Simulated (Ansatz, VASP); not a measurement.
# One calculation of TiTe3Se, two programs

Contents of INCAR:

```
PREC = Accurate
ENCUT = 600
EDIFF = 1E-6
ISMEAR = 0
SIGMA = 0.1
LREAL = False
LASPH = True
NELM = 100
ALGO = Normal
ISIF = 3
LWAVE = False
LCHARG = False
GGA = PE
IBRION = 2
NSW = 100
EDIFFG = -0.01
```

File KPOINTS:

```
Automatic mesh
0
Gamma
  8 8 8
```

Contents of POSCAR:

```
TiTe3Se
1.0
    5.2884515521      0.0000000000      0.0000000000
    0.0000000000      5.2884515521      0.0000000000
    0.0000000000      0.0000000000      5.2884515521
Ti Te Se
1 3 1
Direct
    0.5000000000      0.5000000000      0.5000000000
    0.0000000000      0.5000000000      0.5000000000
    0.5000000000      0.0000000000      0.5000000000
    0.5000000000      0.5000000000      0.0000000000
    0.0000000000      0.0000000000      0.0000000000
```

Input for Ansatz:

```yaml
crystal:
  lattice:
    - [5.2884515521, 0.0, 0.0]
    - [0.0, 5.2884515521, 0.0]
    - [0.0, 0.0, 5.2884515521]
  atoms:
    - { symbol: Ti, position: [0.5, 0.5, 0.5] }
    - { symbol: Te, position: [0.0, 0.5, 0.5] }
    - { symbol: Te, position: [0.5, 0.0, 0.5] }
    - { symbol: Te, position: [0.5, 0.5, 0.0] }
    - { symbol: Se, position: [0.0, 0.0, 0.0] }
basis:
  ecutwfc: 420
kpoints:
  mp_grid: { grid: [8, 8, 8] }
hamiltonian:
  xc: pbe
scf:
  occupations: { method: gaussian, width: 0.1 }
output:
  forces: true
  stress: true
  eigenvalues: true
  write_density: true
  write_potential: true
  elf: true
  volumetric_format: npy
relax:
  adjacent_minimum: "off"
  f_tol: 0.01
  max_steps: 80
  cell: { stress_tol: 0.05 }
```

Change from the starting cell: species swapped into the Yb3SnC type (Pm-3m, No. 221).

Alike in both runs: task relaxation of cell and atoms; functional PBE; k mesh 8 × 8 × 8; occupations gaussian, width 0.1 eV; no spin polarisation.

```csv
,VASP,Ansatz
version,VASP 6.6.1,Ansatz 0.2.0
potentials or method,"VASP PAW PBE potentials, release 64 (Ti_sv, Te, Se), cutoff 600 eV","scalar-relativistic, plane waves, PAW"
valence electrons in the cell,36,76
```

|  | VASP | Ansatz | Ansatz less VASP |
| --- | --- | --- | --- |
| gap on the k mesh at the Fermi level, each at its own relaxed structure (eV) | none | none | - |
| relaxed volume (Å³/atom) | 29.26 | 29.30 | +0.042 |
| relaxed length of the cell vector where the two differ most in proportion (Å) | 5.269 | 5.272 | +0.0025 |

A gap of «none» marks a metal or a gap that the smearing closes. VASP's potentials hold 36 valence electrons a cell and Ansatz's 76, so a difference there can come from the potentials and not from the codes.

Neither program's run includes spin-orbit coupling.
